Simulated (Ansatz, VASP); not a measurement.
Two plane-wave programs on AlSi2B4

```xyz
7
Lattice="3.4746 0.0000 0.0000 -1.7373 3.0091 0.0000 0.0000 0.0000 7.2569" Properties=species:S:1:pos:R:3 pbc="T T T"
Al    0.0000    0.0000    3.6284
Si    0.0000    0.0000    5.7138
Si    0.0000    0.0000    1.5431
B     0.0000    0.0000    0.0000
B     1.7373    0.0000    0.0000
B    -0.8687    1.5046    0.0000
B     0.8687    1.5046    0.0000
```

Alike in both runs: task single point; functional PBE; k mesh 6 × 6 × 4; occupations gaussian, width 0.1 eV; no spin polarisation.

|  | VASP | Ansatz |
| --- | --- | --- |
| version | VASP 6.6.1 | Ansatz 0.2.0 |
| potentials or method | VASP PAW PBE potentials, release 64 (Al, Si, B), cutoff 520 eV | scalar-relativistic, plane waves, PAW |
| valence electrons in the cell | 23 | 23 |

```csv
,VASP,Ansatz,Ansatz less VASP
gap on the k mesh at the Fermi level (eV),none,none,-
rms of the force components (eV/Å),3.377,3.395,+0.0177
```

Atom by atom the forces differ by 0.018 eV/Å (rms over components). A gap of «none» marks a metal or a gap that the smearing closes. The functional is the same, so the differences come from potentials, cutoffs and numerics.
